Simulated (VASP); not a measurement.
Input of a VASP 6.6.1 run:

Contents of POSCAR:

```
Cr
1.0
   -1.4149597590      1.4149597590      1.4149597590
    1.4149597590     -1.4149597590      1.4149597590
    1.4149597590      1.4149597590     -1.4149597590
Cr
1
Direct
    0.0000000000      0.0000000000      0.0000000000
```

The input INCAR.step1:

```
SYSTEM = Cr
PREC     = Accurate       ! precision mode
ENCUT    = 520            ! plane-wave cutoff, eV
ISMEAR   = -1             ! smearing method
SIGMA    = 0.1            ! smearing width, eV
LREAL    = .FALSE.        ! projectors in reciprocal space
LASPH    = .TRUE.         ! aspherical terms in the spheres
NELM     = 60             ! most SCF steps
NBANDS   = 12             ! bands
GGA      = PE             ! functional
ALGO     = Normal         ! electronic algorithm
EDIFF    = 1E-4           ! SCF threshold, eV
LWAVE    = .TRUE.         ! write WAVECAR
LCHARG   = .FALSE.        ! write CHGCAR
```

Contents of INCAR.step2:

```
SYSTEM = Cr
PREC     = Accurate       ! precision mode
ENCUT    = 520            ! plane-wave cutoff, eV
EDIFF    = 1E-6           ! SCF threshold, eV
ISMEAR   = -1             ! smearing method
SIGMA    = 0.1            ! smearing width, eV
LREAL    = .FALSE.        ! projectors in reciprocal space
LASPH    = .TRUE.         ! aspherical terms in the spheres
NELM     = 60             ! most SCF steps
ALGO     = Normal         ! electronic algorithm
ISIF     = 2              ! what is computed and relaxed
LWAVE    = .FALSE.        ! write WAVECAR
LCHARG   = .FALSE.        ! write CHGCAR
METAGGA  = R2SCAN         ! meta-GGA
LMIXTAU  = .TRUE.       
NBANDS   = 12             ! bands
ISTART   = 1
```

KPOINTS

```
Automatic mesh
0
G
  25 25 25
  0 0 0
```

Potentials or basis: VASP PAW PBE potentials, release 64 (Cr_pv).

The run is started by

```console
$ cat potpaw_PBE.64/Cr_pv/POTCAR > POTCAR
$ cp INCAR.step1 INCAR
$ mpirun -np 1 vasp_std > vasp.out
$ cp INCAR.step2 INCAR
$ mpirun -np 1 vasp_std > vasp.out
```

Task: Estimate the pressure.

Result: 0.6 GPa.

Task: Estimate the band gap on the k mesh.

Result: Zero (band 6 reaches 13.71 eV, above the bottom of band 7 at 10.21 eV).

Caveat: the PAW data sets were made with another functional, which shifts forces and pressure a little; the run has no spin polarisation, though such a crystal can be magnetic. Spin polarisation is off, so any magnetic state and its effect on volume and gap are missing.
